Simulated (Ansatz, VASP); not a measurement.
This is a calculation of Cu for Ansatz 0.2.0.

The input input.yaml:

```yaml
crystal:
  lattice:
    - [2.5340966698, -0.0506819334, 0.0]
    - [-1.3109401767, 2.2199330584, 0.0]
    - [0.0, 0.0, 4.112571]
  atoms:
    - { symbol: Cu, position: [0.6666666667, 0.3333333333, 0.75] }
    - { symbol: Cu, position: [0.3333333333, 0.6666666667, 0.25] }
kpoints:
  mp_grid: { grid: [12, 12, 7] }
scf:
  occupations: { method: fermi_dirac, width: 0.05 }
hamiltonian:
  xc: pbesol
  pseudopotentials: { kind: all_electron, lapw: { basis_error: 0.001 } }
output:
  forces: true
  stress: true
  eigenvalues: true
```

Potentials or basis: all-electron LAPW, scalar-relativistic.

The run is started by

```console
$ ansatz run input.yaml --threads 1 --pin off --max-ram 3072MiB --backend cpu --events-out ev --progress --plain --runs-dir out
```

Problem. Set up the same calculation for VASP 6.6.1. Potentials there: VASP PAW PBE potentials, release 64 (Cu).

Solution. As run (the cutoff follows the program's own potentials):

INCAR

```
SYSTEM = Cu
PREC = Accurate ; ENCUT = 520
EDIFF = 1E-7 ; ISMEAR = -1
SIGMA = 0.05 ; LREAL = .False.
LASPH = .True. ; NELM = 80
ALGO = Normal ; ISIF = 2
LWAVE = .False. ; LCHARG = .True.
GGA = PS ; LELF = .True.
LVHAR = .True. ; NBANDS = 18
```

KPOINTS

```
Automatic mesh
0
Gamma
  12 12 7
  0 0 0
```

File POSCAR:

```
Cu
1.0
    2.5340966698     -0.0506819334      0.0000000000
   -1.3109401767      2.2199330584      0.0000000000
    0.0000000000      0.0000000000      4.1125710000
Cu
2
Direct
    0.6666666667      0.3333333333      0.7500000000
    0.3333333333      0.6666666667      0.2500000000
```

Potentials or basis: VASP PAW PBE potentials, release 64 (Cu).

Run with:

```console
$ cat potpaw_PBE.64/Cu/POTCAR > POTCAR
$ mpirun -np 1 vasp_std > vasp.out
```

Both were run:

|  | VASP | Ansatz | Ansatz less VASP |
| --- | --- | --- | --- |
| gap on the k mesh at the Fermi level (eV) | none | none | - |
| pressure (GPa) | -0.5 | -1.2 | -0.73 |
| traceless stress, the component that is largest in VASP (GPa) | 2.07 | 2.05 | -0.020 |
| rms of the force components (eV/Å) | 0.042 | 0.042 | +0.0004 |

VASP's potentials were made for PBE, not for PBEsol. Atom by atom the forces differ by 0.000 eV/Å (rms over components). A gap of «none» marks a metal or a gap that the smearing closes. Ansatz ran all-electron here, and VASP with PAW potentials.
